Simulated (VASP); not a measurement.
A run of VASP 6.6.1 is set up as follows.

File INCAR:

```
SYSTEM = SiSe2
PREC = Accurate
ENCUT = 500
EDIFF = 1E-7
ISMEAR = 0
SIGMA = 0.05
LREAL = .FALSE.
LASPH = .TRUE.
NELM = 120
ALGO = Normal
ISIF = 3
LWAVE = .FALSE.
LCHARG = .FALSE.
GGA = PE
IBRION = 2
NSW = 50
EDIFFG = -0.01
GGA_COMPAT = .FALSE.
NELMIN = 4
```

File KPOINTS:

```
regular mesh
0
G
  6 6 6
  0 0 0
```

POSCAR

```
SiSe2
1.0
   -3.3504059656      5.5963407408      2.9664658936
    3.3504059656     -5.5963407408      2.9664658936
    3.3504059656      5.5963407408     -2.9664658936
Si Se
2 4
Direct
    0.2500000000      0.2500000000      0.0000000000
    0.7500000000      0.7500000000      0.0000000000
    0.1101346453      0.8124913907      0.9226260360
    0.8898653547      0.1875086093      0.0773739640
    0.6101346453      0.6875086093      0.2976432546
    0.3898653547      0.3124913907      0.7023567454
```

Potentials or basis: VASP PAW PBE potentials, release 64 (Si, Se).

Command:

```console
$ cat potpaw_PBE.64/Si/POTCAR potpaw_PBE.64/Se/POTCAR > POTCAR
$ mpirun -np 1 vasp_std > vasp.out
```

Problem. What does it give for the relaxed cell?

Solution. a = 7.168 Å, b = 7.168 Å, c = 7.168 Å, α = 124.25°, β = 77.29°, γ = 131.08°.

Problem. Predict the space group after relaxing (to 0.1 Å).

Solution. Ibam (No. 72).

Forces on the atoms (eV/Å):
```
Si   0.000  0.000  0.000
Si   0.000  0.000  0.000
Se   0.001  0.005  0.000
Se  -0.001 -0.005  0.000
Se  -0.001  0.005  0.000
Se   0.001 -0.005  0.000
```
